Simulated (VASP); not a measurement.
Set up this calculation in VASP 6.6.1, as the native input.

- Task: single point
- Functional: LDA
- Potentials or basis: VASP PAW LDA potentials, release 64 (Fe, Ge_d)
- Cutoff: 520 eV
- k mesh: 10 × 10 × 10
- Occupations: gaussian, width 0.03 eV
- Spin: no spin polarisation
- Dipole correction: no
- Further INCAR settings: ALGO = Normal; EDIFF = 1e-07; NBANDS = 54

The structure of FeGe lies in POSCAR:

```
FeGe
1.0
    4.5034555237      0.0000000000      0.0000000000
    0.0000000000      4.5034555237      0.0000000000
    0.0000000000      0.0000000000      4.5034555237
Fe Ge
4 4
Direct
    0.1355511715      0.1355511715      0.1355511715
    0.3644488285      0.8644488285      0.6355511715
    0.6355511715      0.3644488285      0.8644488285
    0.8644488285      0.6355511715      0.3644488285
    0.8389609163      0.8389609163      0.8389609163
    0.6610390837      0.1610390837      0.3389609163
    0.3389609163      0.6610390837      0.1610390837
    0.1610390837      0.3389609163      0.6610390837
```

The input as run:

INCAR

```
PREC = Accurate ; ENCUT = 520
EDIFF = 1E-7 ; ISMEAR = 0
SIGMA = 0.03 ; LREAL = F
LASPH = T ; NELM = 100
ALGO = Normal ; ISIF = 2
LWAVE = F ; LCHARG = F
GGA = CA ; NBANDS = 54
```

KPOINTS

```
Automatic mesh
0
Gamma
  10 10 10
```

Potentials or basis: VASP PAW LDA potentials, release 64 (Fe, Ge_d).

Launch:

```bash
$ cat potpaw_LDA.64/Fe/POTCAR potpaw_LDA.64/Ge_d/POTCAR > POTCAR
$ mpirun -np 1 vasp_std > vasp.out
```

It gave:

The pressure is 5.9 GPa and the largest force is 0.051 eV/Å. The band gap on the k mesh is 0.09 eV (least direct gap 0.13 eV).

Caveat: the cell stands under pressure.

Run time: 3.3 min on 1 thread of Intel(R) Xeon(R) 6975P-C (Granite Rapids), on a shared host, peak memory 0.37 GiB.
